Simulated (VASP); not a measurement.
# HfC (NiAs type) (P6_3/mmc) in VASP: notebook

Runs on HfC (NiAs type). Level: PBE. Tasks: single point.

All numbers are computed with VASP 6.6.1; they aren't measurements. Logs are shortened: lines on timing, memory, paths and dates and some standing lists are left out, and cuts for length are marked.

## 1. The cell of the first run

It takes space group P6_3/mmc (No. 194, hexagonal). Conventional cell: a = 2.897 Å, b = 2.897 Å, c = 5.277 Å, α = 90.00°, β = 90.00°, γ = 120.00°. Within 2.9 Å of Hf (site symmetry -3m) lie 6 C at 2.13 Å and 8 Hf at 2.64 to 2.90 Å. C (site symmetry -6m2) has 6 Hf at 2.13 Å and 6 C at 2.90 Å within 2.9 Å.

## 2. Single point, PBE (9.59 Å³/atom)

INCAR

```
  ALGO = Normal
  EDIFF = 1E-6
  ENCUT = 520
  GGA = PE
  ISIF = 2
  ISMEAR = -1
  LASPH = True
  LCHARG = False
  LREAL = False
  LWAVE = False
  NBANDS = 22
  NELM = 100
  PREC = Accurate
  SIGMA = 0.05
```

KPOINTS

```
k-points
0
Gamma
  10 10 6
```

POSCAR

```
HfC
1.0
    2.8970965407      0.0000000000      0.0000000000
   -1.4485482703      2.5089592014      0.0000000000
    0.0000000000      0.0000000000      5.2773025480
Hf C
2 2
Direct
    0.0000000000      0.0000000000      0.0000000000
    0.0000000000      0.0000000000      0.5000000000
    0.3333333333      0.6666666667      0.2500000000
    0.6666666667      0.3333333333      0.7500000000
```

Potentials or basis: VASP PAW PBE potentials, release 64 (Hf_pv, C).

Run with:

```
cat potpaw_PBE.64/Hf_pv/POTCAR potpaw_PBE.64/C/POTCAR > POTCAR
mpirun -np 1 vasp_std > vasp.out
```

OUTCAR:

```text
EDIFF = 1E-6
   ENCUT = 520
   GGA = PE
   ISIF = 2
   ISMEAR = -1
   LASPH = True
   LREAL = False
   NELM = 100
   PREC = Accurate

 ion  position               nearest neighbor table
   1  0.000  0.000  0.000-   3 2.13   4 2.13   3 2.13   4 2.13   4 2.13   3 2.13   2 2.64   2 2.64

   2  0.000  0.000  0.500-   3 2.13   4 2.13   3 2.13   4 2.13   4 2.13   3 2.13   1 2.64   1 2.64

   3  0.333  0.667  0.250-   1 2.13   2 2.13   1 2.13   2 2.13   1 2.13   2 2.13
   4  0.667  0.333  0.750-   1 2.13   2 2.13   1 2.13   2 2.13   1 2.13   2 2.13

  LATTYP: Found a hexagonal cell.
 ALAT       =     2.8970965407
 C/A-ratio  =     1.8215832555

  Lattice vectors:

 A1 = (   2.8970965407,   0.0000000000,   0.0000000000)
 A2 = (  -1.4485482703,   2.5089592014,   0.0000000000)
 A3 = (   0.0000000000,   0.0000000000,   5.2773025480)

Analysis of symmetry for initial positions (statically):
=====================================================================
 Subroutine PRICEL returns:
 Original cell was already a primitive cell.

 Routine SETGRP: Setting up the symmetry group for a
 hexagonal supercell.

 Subroutine GETGRP returns: Found 24 space group operations
 (whereof 12 operations were pure point group operations)
 out of a pool of 24 trial point group operations.

The static configuration has the point symmetry D_3d.
 The point group associated with its full space group is D_6h.

Analysis of symmetry for dynamics (positions and initial velocities):
=====================================================================
 Subroutine PRICEL returns:
 Original cell was already a primitive cell.

 Routine SETGRP: Setting up the symmetry group for a
 hexagonal supercell.

 Subroutine GETGRP returns: Found 24 space group operations
 (whereof 12 operations were pure point group operations)
 out of a pool of 24 trial point group operations.

The dynamic configuration has the point symmetry D_3d.
 The point group associated with its full space group is D_6h.

 Subroutine INISYM returns: Found 24 space group operations
 (whereof 12 operations are pure point group operations),
 and found     1 'primitive' translations

----------------------------------------------------------------------------------------

                                     Primitive cell
[... 91 lines left out ...]
   LSORBIT =      F    spin-orbit coupling
   LASPH  =      T    aspherical Exc in radial PAW
   ENCUT  =  520.0 eV  38.22 Ry    6.18 a.u.   5.39  5.39  9.81*2*pi/ulx,y,z
   NELM   =    100;   NELMIN=  2; NELMDL= -5     # of ELM steps
   EDIFF  = 0.1E-05   stopping-criterion for ELM
   LREAL  =      F    real-space projection
   EDIFFG = 0.1E-04   stopping-criterion for IOM
   NSW    =      0    number of steps for IOM
   IBRION =     -1    ionic relax: 0-MD 1-quasi-New 2-CG
   NFREE  =      0    steps in history (QN), initial steepest desc. (CG)
   ISIF   =      2    stress and relaxation
   ISYM   =      2    0-nonsym 1-usesym 2-fastsym
   POTIM  = 0.5000    time-step for ionic-motion
   TEBEG  =    0.0;   TEEND  =   0.0 temperature during run
   PSTRESS=    0.0 pullay stress
   NELECT =      28.0000    total number of electrons
   NUPDOWN=      -1.0000    fix difference up-down
   EMIN   =  10.00;   EMAX   =-10.00  energy-range for DOS
   EFERMI =   0.00;   METHOD = LEGACY
   ISMEAR =    -1;   SIGMA  =   0.05  broadening in eV -4-tet -1-fermi 0-gaus
   EFERMI_NEDOS =   21; number of points for ismear=-14 and -15
   IALGO  =     38    algorithm
   IMIX   =      4    mixing-type and parameters
     AMIX     =   0.40;   BMIX     =  1.00
     AMIX_MAG =   1.60;   BMIX_MAG =  1.00
  volume/ion in A,a.u.               =       9.59        64.72
  Fermi-wavevector in a.u.,A,eV,Ry     =   1.474024  2.785502 29.562028  2.172748
  Thomas-Fermi vector in A             =   2.588846
   LORBIT       =      0    0 simple, 1 ext, 2 COOP (PROOUT), +10 PAW based schemes
   GGA     = PE    functional components
   LHFCALC =     F    Hartree Fock is set to
   AEXX    =    0.0000 exact exchange contribution
   IVDW    =     0    specifies the selected vdW correction
   LEPSILON=     F    determine dielectric tensor
   LRPA    =     F    only Hartree local field effects (RPA)
 non-spin polarized calculation
  energy-cutoff  :      520.00
  volume of cell :       38.36
 maximum number of plane-waves:      1063
 NGX is ok and might be reduce to    24
   NGX = 11   NGY = 11   NGZ = 19

 number of electron      27.9999999 magnetization

 Free energy of the ion-electron system (eV)
  ---------------------------------------------------
  ext. energy  EPLUGINS =         0.00000000
  ---------------------------------------------------
  free energy    TOTEN  =       -35.39889044 eV

  energy without entropy =      -35.38859158  energy(sigma->0) =      -35.39374101

 E-fermi :   8.2381     XC(G=0): -13.6380

 val. band max:        8.2250077030   @ k =   0.2000   0.0000   0.0000
 cond. band min:       8.2499054528   @ k =   0.4000   0.0000   0.3333
 fundamental gap:      0.0248977498
 Fermi energy:         8.2381290527

 k-point     1 :       0.0000    0.0000    0.0000
  band No.  band energies     occupation
      1     -22.3857      2.00000
      2     -20.2434      2.00000
      3     -20.2434      2.00000
      4     -19.9643      2.00000
      5     -19.9643      2.00000
      6     -19.8571      2.00000
[... 589 lines left out ...]
     21      18.4915      0.00000
     22      19.2135      0.00000

 [... further k-points ...]

------------------------ aborting loop because EDIFF is reached ----------------------------------------

  FORCE on cell =-STRESS in cart. coord.  units (eV):
  Direction    XX          YY          ZZ          XY          YZ          ZX
  --------------------------------------------------------------------------------------
  -------------------------------------------------------------------------------------
  Total       30.8414237     30.8414237     30.4309167      0.0000000      0.0000000      0.0000000
  in kB     1288.1796673   1288.1796673   1271.0336764      0.0000000      0.0000000      0.0000000
  external PRESSURE =    1282.4643370 kB  Pullay stress =       0.0000000 kB

 VOLUME and BASIS-vectors are now :
 -----------------------------------------------------------------------------
  energy-cutoff  :      520.00
  volume of cell :       38.36
      direct lattice vectors                 reciprocal lattice vectors
     2.897096541  0.000000000  0.000000000     0.345173171  0.199285823  0.000000000
    -1.448548270  2.508959201  0.000000000     0.000000000  0.398571647  0.000000000
     0.000000000  0.000000000  5.277302548     0.000000000  0.000000000  0.189490747

 POSITION                                       TOTAL-FORCE (eV/Angst)
 -----------------------------------------------------------------------------------
      0.00000      0.00000      0.00000        -0.000000      0.000000      0.000000
      0.00000      0.00000      2.63865        -0.000000      0.000000      0.000000
     -0.00000      1.67264      1.31933        -0.000000     -0.000000      0.000000
      1.44855      0.83632      3.95798         0.000000      0.000000     -0.000000
 -----------------------------------------------------------------------------------
    total drift:                               -0.000000      0.000000      0.000000

  FREE ENERGIE OF THE ION-ELECTRON SYSTEM (eV)
  ---------------------------------------------------
  free  energy   TOTEN  =       -35.3988904362 eV

  energy  without entropy=      -35.3885915835  energy(sigma->0) =      -35.39374101
```

It took 25 s on 1 thread of Intel Xeon Platinum 8488C (Sapphire Rapids), shared host; peak memory 0.18 GiB.

Results:

| Property | Result |
| --- | --- |
| Free energy | -35.3989 eV |
| Pressure | 128.2 GPa |
| Band gap on the k mesh | zero (bands 14 and 15 overlap by 2.12 eV) |

Caveat: the cell stands under pressure; spin-orbit coupling is left out, which moves the levels of the heavy elements.

## 3. Single point, PBE

This run uses another cell than the first one, of 10.66 Å³/atom.

INCAR

```
SYSTEM = HfC
  ALGO = Normal
  EDIFF = 1E-6
  ENCUT = 520
  GGA = PE
  ISIF = 2
  ISMEAR = -1
  LASPH = .True.
  LCHARG = .False.
  LREAL = .False.
  LWAVE = .False.
  NBANDS = 22
  NELM = 100
  PREC = Accurate
  SIGMA = 0.05
```

KPOINTS

```
k-points
0
Gamma
  10 10 6
  0 0 0
```

POSCAR

```
HfC
1.0
    3.0108653993      0.0000000000      0.0000000000
   -1.5054326996      2.6074859231      0.0000000000
    0.0000000000      0.0000000000      5.4289111877
Hf C
2 2
Direct
    0.0000000000      0.0000000000      0.0000000000
    0.0000000000      0.0000000000      0.5000000000
    0.3333333333      0.6666666667      0.2500000000
    0.6666666667      0.3333333333      0.7500000000
```

Potentials or basis: VASP PAW PBE potentials, release 64 (Hf_pv, C).

Run with:

```
cat potpaw_PBE.64/Hf_pv/POTCAR potpaw_PBE.64/C/POTCAR > POTCAR
mpirun -np 1 vasp_std > vasp.out
```

Wall time 34 s (1 thread of Intel Xeon Platinum 8488C (Sapphire Rapids), shared host); peak memory 0.19 GiB.

The run converged. Its results:

| Property | Result |
| --- | --- |
| Free energy | -38.0025 eV |
| Pressure | 71.2 GPa |
| Band gap on the k mesh | zero (bands 14 and 15 overlap by 1.93 eV) |

Stress tensor (GPa, compression positive):
```
71.59  0.00  0.00
 0.00 71.59  0.00
 0.00  0.00 70.36
```

Levels at points of the mesh, in eV from the Fermi level:
| k point | band 11 | band 12 | band 13 | band 14 | band 15 | band 16 | band 17 | band 18 |
| --- | --- | --- | --- | --- | --- | --- | --- | --- |
| (0.00, 0.00, 0.00) | -2.77 | -1.75 | 0.91 | 1.65 | 1.65 | 2.47 | 2.47 | 2.49 |
| (0.50, 0.00, 0.00) | -3.16 | -1.77 | -1.54 | -0.48 | 0.71 | 2.00 | 6.70 | 7.33 |
| (0.00, 0.00, 0.50) | -1.44 | -1.44 | -1.44 | -1.44 | 3.35 | 3.35 | 3.81 | 3.81 |
| (0.50, 0.00, 0.50) | -2.03 | -2.03 | -1.61 | -1.61 | 1.31 | 1.31 | 7.35 | 7.35 |

Caveat: the cell stands under pressure; spin-orbit coupling is left out, which moves the levels of the heavy elements.
